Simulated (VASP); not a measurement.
# Ba: single point with LDA

Ba:

```
Ba
1.0
    -2.38167    2.38167    2.38167
     2.38167   -2.38167    2.38167
     2.38167    2.38167   -2.38167
Ba
1
Direct
  0.00000 0.00000 0.00000
```

| Property | Result |
| --- | --- |
| Program | VASP 6.6.1 |
| Task | single point |
| Functional | LDA |
| Potentials or basis | VASP PAW LDA potentials, release 64 (Ba_sv) |
| Cutoff | 520 eV |
| k mesh | 10 × 10 × 10 |
| Occupations | gaussian, width 0.1 eV |
| Spin | no spin polarisation |
| Dipole correction | no |
| Further INCAR settings | ALGO = Normal; EDIFF = 1e-07; NBANDS = 11 |

```
Pressure               : 0.1 GPa
Band gap on the k mesh : zero (bands 5 and 6 overlap by 1.22 eV)
```

Levels at points of the mesh, in eV from the Fermi level:
```tsv
k point	band 3	band 4	band 5	band 6	band 7	band 8
(0.00, 0.00, 0.00)	-13.40	-13.40	-2.78	1.95	1.95	1.95
(0.50, 0.00, 0.00)	-13.64	-13.41	-1.00	0.63	1.88	3.64
(0.50, 0.50, 0.50)	-13.92	-13.92	-0.75	-0.75	5.20	5.20
```

Wall time 14 s on 1 thread of AMD EPYC 7R13 Processor (Zen 3), with other jobs on the host, peak memory 0.13 GiB.

Caveat: spin-orbit coupling is left out, which moves the levels of the heavy elements.
